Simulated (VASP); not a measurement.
The system is ZnSi3N.

```
CELL_PARAMETERS angstrom
4.29311 0.00000 0.00000
-2.14656 3.71795 0.00000
0.00000 0.00000 5.39428
ATOMIC_POSITIONS crystal
Zn 0.66667 0.33333 0.00000
Si 0.33333 0.66667 0.50000
Si 0.33333 0.66667 0.00000
Si 0.00000 0.00000 0.50000
N 0.66667 0.33333 0.50000
```

The cell was generated, and may not be a known phase.

| Property | Result |
| --- | --- |
| Program | VASP 6.6.1 |
| Task | relaxation of cell and atoms |
| Functional | PBE |
| Potentials or basis | VASP PAW PBE potentials, release 64 (Zn, Si, N) |
| Cutoff | 600 eV |
| k mesh | 6 × 6 × 4 |
| Occupations | gaussian, width 0.1 eV |
| Spin | no spin polarisation |

At the start: pressure -8.1 GPa; volume 17.22 Å³/atom.

Question: Where does the relaxation end?

Answer: Over 11 steps the energy falls by 71.1 meV/atom and the volume is 14.86 Å³/atom (-13.7 %); space group P-6m2 (No. 187, to 0.1 Å) before and after.

The path:
```csv
step,energy change (eV),largest force (eV/Å),pressure (GPa),volume (Å³)
1,0.0000,0.0000,-8.13,86.10
2,-0.2626,0.0000,1.04,75.66
3,-0.2662,0.0000,-0.04,76.60
4,-0.2964,0.0000,0.00,75.85
5,-0.3463,0.0000,0.63,74.12
6,-0.0606,0.0000,6.68,70.33
7,-0.3507,0.0000,0.83,73.81
8,-0.3517,0.0000,1.24,73.31
9,-0.3524,0.0000,1.04,73.52
10,-0.3529,0.0000,-1.01,75.05
11,-0.3555,0.0000,0.02,74.32
```

Final structure:
```
Zn Si N
1.0
     4.21569    0.00000    0.00000
    -2.10785    3.65090    0.00000
     0.00000    0.00000    4.82875
Zn Si N
1 3 1
Direct
  0.66667 0.33333 0.00000
  0.33333 0.66667 0.50000
  0.33333 0.66667 0.00000
  0.00000 0.00000 0.50000
  0.66667 0.33333 0.50000
```
